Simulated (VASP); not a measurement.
# Sr (P6/mmm) in VASP: single point with LDA

Aim: the single point of Sr with LDA.

All numbers are computed with VASP 6.6.1; they aren't measurements. Logs are shortened: lines on timing, memory, paths and dates and some standing lists are left out, and cuts for length are marked.

## Step 1: The cell of the first run

Symmetry: P6/mmm, No. 191, hexagonal system. Conventional cell: a = 4.128 Å, b = 4.128 Å, c = 6.789 Å, α = 90.00°, β = 90.00°, γ = 120.00°. Within 5.4 Å of Sr (site symmetry 6/mmm) lie 6 Sr at 4.13 Å.

This isn't the form of Sr at room conditions, which is fcc.

## Step 2: Single point, LDA

Input file INCAR:

```
SYSTEM = Sr
ALGO     = Normal         ! electronic algorithm
EDIFF    = 1E-6           ! SCF threshold, eV
ENCUT    = 520            ! plane-wave cutoff, eV
GGA      = CA             ! functional
ISIF     = 2              ! what is computed and relaxed
ISMEAR   = 1              ! smearing method
LASPH    = .True.         ! aspherical terms in the spheres
LCHARG   = .True.         ! write CHGCAR
LELF     = .True.         ! ELF
LREAL    = .False.        ! projectors in reciprocal space
LVHAR    = .True.       
LWAVE    = .False.        ! write WAVECAR
NBANDS   = 11             ! bands
NELM     = 100            ! most SCF steps
PREC     = Accurate       ! precision mode
SIGMA    = 0.05           ! smearing width, eV
```

Input file KPOINTS:

```
k-points
0
Gamma
  8 8 5
  0 0 0
```

Input file POSCAR:

```
Sr
1.0
    4.1283377400      0.0000000000      0.0000000000
   -2.0641688700      3.5752453600      0.0000000000
    0.0000000000      0.0000000000      6.7887450800
Sr
1
Direct
    0.6666666667      0.3333333333      0.5000000000
```

Potentials or basis: VASP PAW LDA potentials, release 64 (Sr_sv).

Command:

```console
cat potpaw_LDA.64/Sr_sv/POTCAR > POTCAR
mpirun -np 1 vasp_std > vasp.out
```

OUTCAR:

```text
SYSTEM = Sr
   EDIFF = 1E-6
   ENCUT = 520
   GGA = CA
   ISIF = 2
   ISMEAR = 1
   LASPH = .True.
   LREAL = .False.
   NELM = 100
   PREC = Accurate

 ion  position               nearest neighbor table
   1  0.667  0.333  0.500-

  LATTYP: Found a hexagonal cell.
 ALAT       =     4.1283377400
 C/A-ratio  =     1.6444257974

  Lattice vectors:

 A1 = (   4.1283377400,   0.0000000000,   0.0000000000)
 A2 = (  -2.0641688700,   3.5752453600,   0.0000000000)
 A3 = (   0.0000000000,   0.0000000000,   6.7887450800)

Analysis of symmetry for initial positions (statically):
=====================================================================
 Subroutine PRICEL returns:
 Original cell was already a primitive cell.

 Routine SETGRP: Setting up the symmetry group for a
 hexagonal supercell.

 Subroutine GETGRP returns: Found 24 space group operations
 (whereof 12 operations were pure point group operations)
 out of a pool of 24 trial point group operations.

The static configuration has the point symmetry D_3h.
 The point group associated with its full space group is D_6h.

Analysis of symmetry for dynamics (positions and initial velocities):
=====================================================================
 Subroutine PRICEL returns:
 Original cell was already a primitive cell.

 Routine SETGRP: Setting up the symmetry group for a
 hexagonal supercell.

 Subroutine GETGRP returns: Found 24 space group operations
 (whereof 12 operations were pure point group operations)
 out of a pool of 24 trial point group operations.

The dynamic configuration has the point symmetry D_3h.
 The point group associated with its full space group is D_6h.

 Subroutine INISYM returns: Found 24 space group operations
 (whereof 12 operations are pure point group operations),
 and found     1 'primitive' translations

----------------------------------------------------------------------------------------

                                     Primitive cell

  volume of cell :     100.2007

  direct lattice vectors                    reciprocal lattice vectors
     4.128337740  0.000000000  0.000000000     0.242228244  0.139850542  0.000000000
    -2.064168870  3.575245360  0.000000000     0.000000000  0.279701083  0.000000000
     0.000000000  0.000000000  6.788745080     0.000000000  0.000000000  0.147302629

  length of vectors
     4.128337740  4.128337742  6.788745080     0.279701083  0.279701083  0.147302629

  position of ions in fractional coordinates (direct lattice)
     0.666666667  0.333333333  0.500000000

  ion indices of the primitive-cell ions
   primitive index   ion index
                 1           1

----------------------------------------------------------------------------------------

 KPOINTS: k-points

Automatic generation of k-mesh.
 Grid dimensions read from file:
 generate k-points for:    8    8    5

 Generating k-lattice:

  Cartesian coordinates                     Fractional coordinates (reciprocal lattice)
     0.030278530  0.017481318  0.000000000     0.125000000  0.000000000  0.000000000
     0.000000000  0.034962635  0.000000000     0.000000000  0.125000000  0.000000000
     0.000000000  0.000000000  0.029460526     0.000000000  0.000000000  0.200000000

  Length of vectors
     0.034962635  0.034962635  0.029460526

  Shift w.r.t. Gamma in fractional coordinates (k-lattice)
     0.000000000  0.000000000  0.000000000

 Subroutine IBZKPT returns following result:
 ===========================================

 Found     30 irreducible k-points:

 Following reciprocal coordinates:
            Coordinates               Weight
  0.000000  0.000000  0.000000      1.000000
  0.125000 -0.000000  0.000000      6.000000
  0.250000 -0.000000  0.000000      6.000000
  0.375000 -0.000000  0.000000      6.000000
  0.500000 -0.000000  0.000000      3.000000
  0.125000  0.125000  0.000000      6.000000
[... 16 lines left out ...]
  0.250000 -0.000000  0.400000     12.000000
  0.375000 -0.000000  0.400000     12.000000
 [... further k-points ...]
   k-points           NKPTS =     30   k-points in BZ     NKDIM =     30   number of bands    NBANDS=     11
   number of dos      NEDOS =    301   number of ions     NIONS =      1
   total plane-waves  NPLWV =  51200
   dimension x,y,z NGX =    32 NGY =   32 NGZ =   50
   dimension x,y,z NGXF=    64 NGYF=   64 NGZF=  100
   ions per type =               1
   NGX,Y,Z   is equivalent  to a cutoff of  12.89, 12.89, 12.24 a.u.
   NGXF,Y,Z  is equivalent  to a cutoff of  25.77, 25.77, 24.49 a.u.
 SYSTEM =  Sr
   PREC   = accura    normal or accurate (medium, high low for compatibility)
   ISTART =      0    job   : 0-new  1-cont  2-samecut
   ICHARG =      2    charge: 1-file 2-atom 10-const
   ISPIN  =      1    spin polarized calculation?
   LNONCOLLINEAR =      F non collinear calculations
   LSORBIT =      F    spin-orbit coupling
   LASPH  =      T    aspherical Exc in radial PAW
   ENCUT  =  520.0 eV  38.22 Ry    6.18 a.u.   7.68  7.68 12.62*2*pi/ulx,y,z
   NELM   =    100;   NELMIN=  2; NELMDL= -5     # of ELM steps
   EDIFF  = 0.1E-05   stopping-criterion for ELM
   LREAL  =      F    real-space projection
   EDIFFG = 0.1E-04   stopping-criterion for IOM
   NSW    =      0    number of steps for IOM
   IBRION =     -1    ionic relax: 0-MD 1-quasi-New 2-CG
   NFREE  =      0    steps in history (QN), initial steepest desc. (CG)
   ISIF   =      2    stress and relaxation
   ISYM   =      2    0-nonsym 1-usesym 2-fastsym
   POTIM  = 0.5000    time-step for ionic-motion
   TEBEG  =    0.0;   TEEND  =   0.0 temperature during run
   PSTRESS=    0.0 pullay stress
   NELECT =      10.0000    total number of electrons
   NUPDOWN=      -1.0000    fix difference up-down
   EMIN   =  10.00;   EMAX   =-10.00  energy-range for DOS
   EFERMI =   0.00;   METHOD = LEGACY
   ISMEAR =     1;   SIGMA  =   0.05  broadening in eV -4-tet -1-fermi 0-gaus
   EFERMI_NEDOS =   21; number of points for ismear=-14 and -15
   IALGO  =     38    algorithm
   IMIX   =      4    mixing-type and parameters
     AMIX     =   0.40;   BMIX     =  1.00
     AMIX_MAG =   1.60;   BMIX_MAG =  1.00
  volume/ion in A,a.u.               =     100.20       676.19
  Fermi-wavevector in a.u.,A,eV,Ry     =   0.759366  1.434994  7.845625  0.576637
  Thomas-Fermi vector in A             =   1.858145
   LORBIT       =      0    0 simple, 1 ext, 2 COOP (PROOUT), +10 PAW based schemes
   GGA     = CA    functional components
   LHFCALC =     F    Hartree Fock is set to
   AEXX    =    0.0000 exact exchange contribution
   IVDW    =     0    specifies the selected vdW correction
   LEPSILON=     F    determine dielectric tensor
   LRPA    =     F    only Hartree local field effects (RPA)
 non-spin polarized calculation
 Methfessel and Paxton  Order N= 1 SIGMA  =   0.05
  energy-cutoff  :      520.00
  volume of cell :      100.20
 maximum number of plane-waves:      2743
 NGX is ok and might be reduce to    32
   NGX = 15   NGY = 15   NGZ = 25

 number of electron      10.0000000 magnetization

 Free energy of the ion-electron system (eV)
  ---------------------------------------------------
  ext. energy  EPLUGINS =         0.00000000
  ---------------------------------------------------
  free energy    TOTEN  =        -1.17516441 eV

  energy without entropy =       -1.17494447  energy(sigma->0) =       -1.17509109

 E-fermi :  -0.2721     XC(G=0):  -5.5325

 val. band max:       -0.3401979861   @ k =   0.1250   0.1250   0.4000
 cond. band min:      -0.2589011563   @ k =   0.2500  -0.0000   0.4000
 fundamental gap:      0.0812968299
 Fermi energy:        -0.2720549218

 k-point     1 :       0.0000    0.0000    0.0000
  band No.  band energies     occupation
      1     -37.2885      2.00000
      2     -19.4617      2.00000
      3     -19.1981      2.00000
      4     -19.1981      2.00000
      5      -3.2164      2.00000
      6       0.0965     -0.00000
      7       0.8016      0.00000
      8       1.8679      0.00000
      9       1.8679      0.00000
     10       3.3453      0.00000
     11       3.3453      0.00000

 k-point     2 :       0.1250   -0.0000    0.0000
  band No.  band energies     occupation
      1     -37.2863      2.00000
      2     -19.4576      2.00000
      3     -19.2292      2.00000
      4     -19.2054      2.00000
      5      -2.9670      2.00000
      6       0.2698     -0.00000
      7       0.7457      0.00000
      8       1.5296      0.00000
      9       2.1010      0.00000
     10       3.2514      0.00000
     11       3.4185      0.00000

 k-point     3 :       0.2500   -0.0000    0.0000
  band No.  band energies     occupation
      1     -37.2811      2.00000
      2     -19.4478      2.00000
      3     -19.3032      2.00000
      4     -19.2229      2.00000
      5      -2.2800      2.00000
      6       0.6229     -0.00000
      7       0.6461     -0.00000
      8       1.0121      0.00000
      9       2.7699      0.00000
     10       3.0422      0.00000
     11       3.5865      0.00000

 k-point     4 :       0.3750   -0.0000    0.0000
  band No.  band energies     occupation
      1     -37.2759      2.00000
      2     -19.4379      2.00000
      3     -19.3757      2.00000
      4     -19.2404      2.00000
      5      -1.3784      2.00000
      6       0.3879     -0.00000
      7       0.5148     -0.00000
      8       1.3182      0.00000
      9       2.8532      0.00000
     10       3.7313      0.00000
     11       3.7474      0.00000

 k-point     5 :       0.5000   -0.0000    0.0000
  band No.  band energies     occupation
      1     -37.2738      2.00000
      2     -19.4338      2.00000
      3     -19.4053      2.00000
      4     -19.2476      2.00000
      5      -0.8777      2.00000
      6       0.3234     -0.00000
      7       0.4738     -0.00000
      8       1.2885      0.00000
      9       2.7797      0.00000
     10       3.7792      0.00000
     11       4.4481      0.00000
[... 211 lines left out ...]
 k-point    21 :       0.0000    0.0000    0.4000
  band No.  band energies     occupation
      1     -37.2885      2.00000
      2     -19.4619      2.00000
      3     -19.1981      2.00000
      4     -19.1981      2.00000
      5      -3.0517      2.00000
      6      -0.6356      2.00000
      7       1.2056      0.00000
      8       1.8722      0.00000
      9       1.8722      0.00000
     10       3.3226      0.00000
     11       3.3226      0.00000

 k-point    22 :       0.1250   -0.0000    0.4000
  band No.  band energies     occupation
      1     -37.2863      2.00000
      2     -19.4579      2.00000
      3     -19.2292      2.00000
      4     -19.2054      2.00000
      5      -2.7942      2.00000
      6      -0.5316      2.00000
      7       1.3071      0.00000
      8       1.5410      0.00000
      9       2.1060      0.00000
     10       3.0358      0.00000
     11       3.2234      0.00000

 k-point    23 :       0.2500   -0.0000    0.4000
  band No.  band energies     occupation
      1     -37.2811      2.00000
      2     -19.4480      2.00000
      3     -19.3032      2.00000
      4     -19.2229      2.00000
      5      -2.0899      2.00000
      6      -0.2589      0.57136
      7       0.9142      0.00000
      8       1.5923      0.00000
      9       2.6400      0.00000
     10       2.7772      0.00000
     11       3.0034      0.00000

 k-point    24 :       0.3750   -0.0000    0.4000
  band No.  band energies     occupation
      1     -37.2759      2.00000
      2     -19.4381      2.00000
      3     -19.3757      2.00000
      4     -19.2404      2.00000
      5      -1.2091      2.00000
      6       0.0430     -0.00000
      7       0.5469     -0.00000
      8       1.7862      0.00000
      9       2.4555      0.00000
     10       2.8053      0.00000
     11       3.7572      0.00000

 [... further k-points ...]
[... 5 lines left out ...]
  --------------------------------------------------------------------------------------
  -------------------------------------------------------------------------------------
  Total       -0.1498347     -0.1498347     -0.4643977      0.0000000      0.0000000      0.0000000
  in kB       -2.3958109     -2.3958109     -7.4255739      0.0000000      0.0000000      0.0000000
  external PRESSURE =      -4.0723986 kB  Pullay stress =       0.0000000 kB

 VOLUME and BASIS-vectors are now :
 -----------------------------------------------------------------------------
  energy-cutoff  :      520.00
  volume of cell :      100.20
      direct lattice vectors                 reciprocal lattice vectors
     4.128337740  0.000000000  0.000000000     0.242228244  0.139850542  0.000000000
    -2.064168870  3.575245360  0.000000000     0.000000000  0.279701083  0.000000000
     0.000000000  0.000000000  6.788745080     0.000000000  0.000000000  0.147302629

 POSITION                                       TOTAL-FORCE (eV/Angst)
 -----------------------------------------------------------------------------------
      2.06417      1.19175      3.39437         0.000000      0.000000      0.000000
 -----------------------------------------------------------------------------------
    total drift:                               -0.000000      0.000000      0.000000

  FREE ENERGIE OF THE ION-ELECTRON SYSTEM (eV)
  ---------------------------------------------------
  free  energy   TOTEN  =        -1.1751644052 eV

  energy  without entropy=       -1.1749444721  energy(sigma->0) =       -1.17509109
```

Wall time 39 s (1 thread of Intel Xeon 8259CL, shared host); peak memory 0.19 GiB.

Results:

```
Free energy            : -1.1752 eV
Pressure               : -0.4 GPa
Band gap on the k mesh : zero (bands 5 and 6 overlap by 0.63 eV)
```

Levels at points of the mesh, in eV from the Fermi level:
```csv
k point,band 1,band 2,band 3,band 4,band 5,band 6,band 7,band 8,band 9,band 10
"(0.00, 0.00, 0.00)",-37.02,-19.19,-18.93,-18.93,-2.94,0.37,1.07,2.14,2.14,3.62
"(0.50, 0.00, 0.00)",-37.00,-19.16,-19.13,-18.98,-0.61,0.60,0.75,1.56,3.05,4.05
```
